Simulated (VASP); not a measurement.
Wanted: the native input for a VASP 6.6.1 run.

```
Task                   : single point
Functional             : PBE
Dispersion             : D3(BJ)
Potentials or basis    : VASP PAW PBE potentials, release 64 (Se, Li_sv)
Cutoff                 : 750 eV
k mesh                 : 5 × 5 × 5
Occupations            : fermi-dirac, width 0.02 eV
Spin                   : no spin polarisation
Dipole correction      : no
Further INCAR settings : ALGO = Normal; EDIFF = 1e-06; NBANDS = 13
```

The structure of Li2Se lies in POSCAR:

```
Li2Se
1.0
    0.0000000000      2.9172925230      2.9172925230
    2.9172925230      0.0000000000      2.9172925230
    2.9172925230      2.9172925230      0.0000000000
Se Li
1 2
Direct
    0.0000000000      0.0000000000      0.0000000000
    0.2500000000      0.2500000000      0.2500000000
    0.7500000000      0.7500000000      0.7500000000
```

These files were run (other wordings do the same):

INCAR

```
PREC     = Accurate       # precision mode
ENCUT    = 750            # plane-wave cutoff, eV
EDIFF    = 1E-6           # SCF threshold, eV
ISMEAR   = -1             # smearing method
SIGMA    = 0.02           # smearing width, eV
LREAL    = F              # projectors in reciprocal space
LASPH    = T              # aspherical terms in the spheres
NELM     = 120            # most SCF steps
ALGO     = Normal         # electronic algorithm
ISIF     = 2              # what is computed and relaxed
LWAVE    = F              # write WAVECAR
LCHARG   = F              # write CHGCAR
GGA      = PE             # functional
IVDW     = 12             # dispersion correction
NBANDS   = 13             # bands
GGA_COMPAT= F
```

KPOINTS

```
regular mesh
0
Gamma
  5 5 5
```

Potentials or basis: VASP PAW PBE potentials, release 64 (Se, Li_sv).

Run with:

```bash
$ cat potpaw_PBE.64/Se/POTCAR potpaw_PBE.64/Li_sv/POTCAR > POTCAR
$ mpirun -np 1 vasp_std > vasp.out
```

It gave:

```yaml
Pressure: 0.4 GPa
Band_gap_on_the_k_mesh: 3.18 eV, indirect (least direct gap 3.76 eV)
Dispersion_energy_per_atom: -0.287 eV
```

Caveat: three body term missing.

Run time: 27 s on 1 thread of Intel Xeon 8259CL, with other jobs on the host, peak memory 0.24 GiB.
